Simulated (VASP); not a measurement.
Write the native input for VASP 6.6.1 that does the following.

- Task: single point
- Functional: PBE
- Potentials or basis: VASP PAW PBE potentials, release 64 (H, Ge_d)
- Cutoff: 520 eV
- k mesh: 1 × 1 × 1
- Occupations: fermi-dirac, width 0.02 eV
- Spin: no spin polarisation
- Dipole correction: no
- Further INCAR settings: LREAL = Auto; ALGO = Normal; EDIFF = 1e-06; NBANDS = 166

The structure of Ge20H11 lies in POSCAR:

```
Ge20H11
1.0
    8.0044490000      0.0000000000      0.0000000000
    0.0000000000      8.0044490000      0.0000000000
    0.0000000000      0.0000000000     19.8975550000
H Ge
11 20
Direct
    0.4080105951      0.0000000000      0.0502574311
    0.0919863441      0.0000000000      0.0502574311
    0.9080075343      0.0000000000      0.0502574311
    0.5919832833      0.0000000000      0.0502574311
    0.4080105951      0.4999969392      0.0502574311
    0.0919863441      0.4999969392      0.0502574311
    0.9080075343      0.4999969392      0.0502574311
    0.5919832833      0.4999969392      0.0502574311
    0.7763932283      0.0363297961      0.4405666927
    0.2296223013      0.4895027753      0.4373200627
    0.7858629620      0.4635921848      0.4398681144
    0.2499984696      0.0000000000      0.0952076775
    0.7499954088      0.0000000000      0.0952076775
    0.2499984696      0.4999969392      0.0952076775
    0.7499954088      0.4999969392      0.0952076775
    0.2546084059      0.2561700374      0.1562302504
    0.7512197279      0.2464754289      0.1592255933
    0.2581814189      0.7430867509      0.1732222879
    0.7561669766      0.7556047893      0.1670255466
    0.0025111035      0.2607674807      0.2235249507
    0.5012462444      0.2548332808      0.2294854820
    0.0057343110      0.7608268851      0.2435324340
    0.5059936043      0.7414001888      0.2448994361
   -0.0059591859      0.0217628971      0.2983984716
    0.4972484677      0.0103317543      0.3091183816
   -0.0128928300      0.4892529142      0.3076709676
    0.5112531793      0.5011213139      0.3101587105
    0.2433896449      0.1126248665      0.3593356068
    0.7625634194      0.0882134423      0.3660701026
    0.2560326139      0.4222901539      0.3683166098
    0.7549926297      0.3938434738      0.3683568157
```

These files were run (other wordings do the same):

INCAR

```
ALGO = Normal ; EDIFF = 1E-6
ENCUT = 520 ; GGA = PE
ISIF = 2 ; ISMEAR = -1
LASPH = T ; LCHARG = F
LREAL = Auto ; LWAVE = F
NBANDS = 166 ; NELM = 100
PREC = Accurate ; SIGMA = 0.02
```

KPOINTS

```
k-points
0
Gamma
  1 1 1
```

Potentials or basis: VASP PAW PBE potentials, release 64 (H, Ge_d).

The run is started by

```bash
$ cat potpaw_PBE.64/H/POTCAR potpaw_PBE.64/Ge_d/POTCAR > POTCAR
$ mpirun -np 1 vasp_gam > vasp.out
```

Results of the run:

The largest force is 1.810 eV/Å and the band gap on the k mesh is zero (an odd number of electrons rules out a gap without spin polarisation).

Caveat: the k points lie up to 0.78 Å⁻¹ apart, too coarse for converged energies and pressures of a metal; the atoms stand as in a frame of molecular dynamics.

Wall time 12 min on 1 thread of Intel(R) Xeon(R) Platinum 8259CL CPU @ 2.50GHz (Skylake/Cascade Lake) (shared host), peak memory 0.95 GiB.
